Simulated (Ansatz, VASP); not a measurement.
# Two plane-wave programs on Ti

INCAR

```
SYSTEM = Ti
PREC     = Accurate       ! precision mode
ENCUT    = 520            ! plane-wave cutoff, eV
EDIFF    = 1E-8           ! SCF threshold, eV
ISMEAR   = -1             ! smearing method
SIGMA    = 0.05           ! smearing width, eV
LREAL    = .FALSE.        ! projectors in reciprocal space
LASPH    = .TRUE.         ! aspherical terms in the spheres
NELM     = 100            ! most SCF steps
ALGO     = Normal         ! electronic algorithm
ISIF     = 2              ! what is computed and relaxed
LWAVE    = .FALSE.        ! write WAVECAR
LCHARG   = .FALSE.        ! write CHGCAR
LEFG     = .TRUE.       
NBANDS   = 19             ! bands
```

File KPOINTS:

```
Automatic mesh
0
G
  13 13 7
  0 0 0
```

POSCAR

```
Ti
1.0
    2.8859641405      0.0000000000      0.0000000000
   -1.4429820702      2.4993182601      0.0000000000
    0.0000000000      0.0000000000      4.5621823725
Ti
2
Direct
    0.3333333333      0.6666666667      0.2500000000
    0.6666666667      0.3333333333      0.7500000000
```

Input for Ansatz:

```yaml
crystal:
  lattice:
    - [2.8859641405, 0.0, 0.0]
    - [-1.4429820702, 2.4993182601, 0.0]
    - [0.0, 0.0, 4.5621823725]
  atoms:
    - { symbol: Ti, position: [0.3333333333, 0.6666666667, 0.25] }
    - { symbol: Ti, position: [0.6666666667, 0.3333333333, 0.75] }
kpoints:
  mp_grid: { grid: [13, 13, 7] }
scf:
  occupations: { method: fermi_dirac, width: 0.05 }
hamiltonian:
  xc: lda
  pseudopotentials: { kind: paw }
output:
  forces: true
  stress: true
  eigenvalues: true
  efg: { contact_densities: true }
```

Change from the starting cell: volume scaled by 0.95, PAW files.

Alike in both runs: task electric field gradients; functional LDA; k mesh 13 × 13 × 7; occupations fermi-dirac, width 0.05 eV; no spin polarisation.

```csv
,VASP,Ansatz
version,VASP 6.6.1,Ansatz 0.2.0
potentials or method,"VASP PAW LDA potentials, release 64 (Ti_sv)","PAW with Ansatz's default frozen-core files, scalar-relativistic"
plane-wave cutoff (eV),520,420
valence electrons in the cell,24,24
```

|  | VASP | Ansatz | Ansatz less VASP |
| --- | --- | --- | --- |
| pressure (GPa) | -2.7 | -2.6 | +0.15 |
| traceless stress, the component that is largest in VASP (GPa) | 0.30 | 0.27 | -0.022 |
| size of Vzz on the site where it differs most (V/Å²) | 20.6 | 22.2 | +1.59 |

LDA's correlation is that of Perdew and Zunger in VASP and of Perdew and Wang (1992) in Ansatz.
